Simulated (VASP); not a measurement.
Set up this calculation in VASP 6.6.1, as the native input.

* Task: single point
* Functional: PBE
* Potentials or basis: VASP PAW PBE potentials, release 64 (Ru_pv)
* Cutoff: 520 eV
* k mesh: 24 × 24 × 12
* Occupations: gaussian, width 0.15 eV
* Spin: no spin polarisation
* Dipole correction: no
* Further INCAR settings: ALGO = Fast; EDIFF = 1e-06; NBANDS = 21

The structure of Ru lies in POSCAR:

```
Ru
1.0
    2.9147339750      0.0000000000      0.0000000000
   -1.4573669875      2.5242336676      0.0000000000
    0.0000000000      0.0000000000      3.6900295597
Ru
2
Direct
    0.3333333333      0.6666666667      0.2500000000
    0.6666666667      0.3333333333      0.7500000000
```

This cell differs from its parent crystal: ratio of the length along z to the lengths across it x 0.8, volume and fractional coordinates fixed.

One way to write it, as run:

INCAR

```
ALGO     = Fast           # electronic algorithm
EDIFF    = 1E-6           # SCF threshold, eV
ENCUT    = 520            # plane-wave cutoff, eV
GGA      = PE             # functional
ISIF     = 2              # what is computed and relaxed
ISMEAR   = 0              # smearing method
LASPH    = True           # aspherical terms in the spheres
LCHARG   = False          # write CHGCAR
LREAL    = False          # projectors in reciprocal space
LWAVE    = False          # write WAVECAR
NBANDS   = 21             # bands
NELM     = 60             # most SCF steps
PREC     = Accurate       # precision mode
SIGMA    = 0.15           # smearing width, eV
```

KPOINTS

```
k-points
0
Gamma
  24 24 12
```

Potentials or basis: VASP PAW PBE potentials, release 64 (Ru_pv).

Run with:

```console
$ cat potpaw_PBE.64/Ru_pv/POTCAR > POTCAR
$ mpirun -np 1 vasp_std > vasp.out
```

Results of the run:

The pressure is 22.2 GPa. The band gap on the k mesh is zero (band 14 reaches 14.38 eV, above the bottom of band 15 at 11.96 eV).

It took 2.5 min on 1 thread of AMD EPYC 9R45 96-Core Processor (Zen 5), with other jobs on the host, peak memory 0.26 GiB.
